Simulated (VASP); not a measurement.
Runs of VASP 6.6.1 on Be. The structure is that of space group P6/mmm (No. 191), or close to it. The cells are those of the table. 

```tsv
cell	gap on the mesh (eV)	pressure (GPa)
a = 3.481, b = 3.481, c = 2.121 Å, angles 90.0, 90.0, 120.0°, 3 atoms	none	11.1
a = 2.765, b = 2.765, c = 1.644 Å, angles 90.0, 90.0, 120.0°, 3 atoms	none	(a)
a = 3.387, b = 3.387, c = 2.046 Å, angles 90.0, 90.0, 120.0°, 3 atoms	none	(b)
a = 3.040, b = 3.040, c = 1.815 Å, angles 90.0, 90.0, 120.0°, 3 atoms	none	137.3
a = 3.570, b = 3.570, c = 2.192 Å, angles 90.0, 90.0, 120.0°, 3 atoms	none	0.1
```

Alike in all rows: task single point; level PBE; potentials or basis VASP PAW PBE potentials, release 64 (Be); no spin polarisation; k mesh 10 × 10 × 14; cutoff (eV) 520; smearing fermi-dirac 0.08 eV.

Problem. Estimate the missing entries.

Solution. (a) 347.2; (b) 26.6.

A gap of «none» marks levels without a gap at the run's occupations.
